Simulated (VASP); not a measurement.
KBr:

```
Br K
1.0
     0.00000    3.30000    3.30000
     3.30000    0.00000    3.30000
     3.30000    3.30000    0.00000
Br K
1 1
Direct
  0.50000 0.50000 0.50000
  0.00000 0.00000 0.00000
```

| Property | Result |
| --- | --- |
| Program | VASP 6.6.1 |
| Task | relaxation of cell and atoms |
| Functional | B3LYP |
| Potentials or basis | VASP PAW PBE potentials, release 64 (Br, K_sv) |
| Cutoff | 600 eV |
| k mesh | 4 × 4 × 4 |
| Occupations | fermi-dirac, width 0.05 eV |
| Spin | no spin polarisation |

At the start: pressure 1.0 GPa; volume 35.94 Å³/atom.

How do energy, volume and symmetry change on relaxing?

Over 3 steps the energy falls by 7.3 meV/atom and the volume is 38.30 Å³/atom (+6.6 %); space group Fm-3m (No. 225, to 0.1 Å) before and after.

Step by step:
```tsv
step	energy change (eV)	largest force (eV/Å)	pressure (GPa)	volume (Å³)
1	0.0000	0.0000	1.02	71.87
2	-0.0112	0.0000	0.47	74.29
3	-0.0147	0.0000	0.02	76.60
```

Final structure:
```cif
data_structure
_symmetry_space_group_name_H-M 'P 1'
_symmetry_Int_Tables_number 1
_cell_length_a 4.7670
_cell_length_b 4.7670
_cell_length_c 4.7670
_cell_angle_alpha 60.000
_cell_angle_beta 60.000
_cell_angle_gamma 60.000
_cell_volume 76.60
loop_
_atom_site_label
_atom_site_type_symbol
_atom_site_fract_x
_atom_site_fract_y
_atom_site_fract_z
_atom_site_occupancy
Br1 Br 0.50000 0.50000 0.50000 1
K1 K 0.00000 0.00000 0.00000 1
```

Caveat: the PAW data sets were made with another functional, which shifts forces and pressure a little.
